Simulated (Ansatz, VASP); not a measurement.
**NiMoIrPdW: VASP beside Ansatz**

The input INCAR:

```
AGGAC = 1.0
AGGAX = 1.0
ALDAC = 0.0
ALDAX = 1.0
ALGO = Normal
EDIFF = 1E-6
ENCUT = 520
GGA = B5
ISIF = 2
ISMEAR = -1
ISPIN = 2
LASPH = T
LCHARG = F
LMAXMIX = 4
LORBIT = 11
LREAL = F
LWAVE = F
MAGMOM = 1 1 0 0.6 0
NBANDS = 40
NELM = 150
PREC = Accurate
SIGMA = 0.05
```

The input KPOINTS:

```
k-points
0
Gamma
  11 11 3
```

The input POSCAR:

```
NiMoIrPdW
1.0
    2.7607800000      0.0000000000      0.0000000000
   -1.3803900000      2.3909000000      0.0000000000
    0.0000000000      0.0000000000     11.3405100000
Ni Mo Pd Ir W
1 1 1 1 1
Direct
    0.0000000000      0.0000000000      0.7091700000
    0.6666700000      0.3333300000      0.2942500000
    0.6666700000      0.3333300000      0.8990100000
    0.0000000000      0.0000000000      0.1060400000
    0.6666700000      0.3333300000      0.5292100000
```

File input.yaml:

```yaml
crystal:
  lattice:
    - [2.76078, 0.0, 0.0]
    - [-1.38039, 2.3909, 0.0]
    - [0.0, 0.0, 11.34051]
  atoms:
    - { symbol: Ni, position: [0.0, 0.0, 0.70917], spin: 1.0 }
    - { symbol: Mo, position: [0.66667, 0.33333, 0.29425], spin: 1.0 }
    - { symbol: Pd, position: [0.66667, 0.33333, 0.89901] }
    - { symbol: Ir, position: [0.0, 0.0, 0.10604], spin: 0.6 }
    - { symbol: W, position: [0.66667, 0.33333, 0.52921] }
hamiltonian:
  xc: blyp
  pseudopotentials: { kind: paw }
magnetization:
  spin_polarized: true
kpoints:
  mp_grid: { grid: [11, 11, 3] }
  band_path:
    path:
      - [[0.0, 0.0, 0.0], [0.5, 0.0, 0.0], [0.3333333333, 0.3333333333, 0.0], [0.0, 0.0, 0.0], [0.0, 0.0, 0.5], [0.5, 0.0, 0.5], [0.3333333333, 0.3333333333, 0.5], [0.0, 0.0, 0.5]]
      - [[0.5, 0.0, 0.5], [0.5, 0.0, 0.0]]
      - [[0.3333333333, 0.3333333333, 0.0], [0.3333333333, 0.3333333333, 0.5]]
    npoints: 14
scf:
  occupations: { method: fermi_dirac, width: 0.05 }
  n_extra_bands: 12
output:
  forces: true
  stress: true
  eigenvalues: true
  fatbands: false
```

Alike in both runs: functional BLYP; k mesh 11 × 11 × 3; occupations fermi-dirac, width 0.05 eV; collinear spin.

|  | VASP | Ansatz |
| --- | --- | --- |
| version | VASP 6.6.1 | Ansatz 0.2.0 |
| potentials or method | VASP PAW PBE potentials, release 64 (Ni, Mo_sv, Pd, Ir, W_sv) | Ansatz PAW |
| plane-wave cutoff (eV) | 520 | 420 |
| valence electrons in the cell | 57 | 81 |
| task | single point | band structure |

Ansatz gave:

```
gap on the k mesh at the Fermi level (eV)                     : none
pressure (GPa)                                                : 10.6
traceless stress, the component that is largest in VASP (GPa) : -0.45
rms of the force components (eV/Å)                            : 0.177
net moment per atom (μB)                                      : 0.00
```

Problem. What did VASP give for the same quantities?

Solution. gap on the k mesh at the Fermi level (eV): none; pressure (GPa): 11.9; traceless stress, the component that is largest in VASP (GPa): -0.48; rms of the force components (eV/Å): 0.200; net moment per atom (μB): 0.00.

VASP's potentials were made for PBE, not for BLYP. Atom by atom the forces differ by 0.026 eV/Å (rms over components). A gap of «none» marks a metal or a gap that the smearing closes. With one functional, cell and mesh, what is left measures potentials, basis and numerics. VASP's potentials hold 57 valence electrons a cell and Ansatz's 81, so a difference there can come from the potentials and not from the codes.

Neither program's run includes spin-orbit coupling.
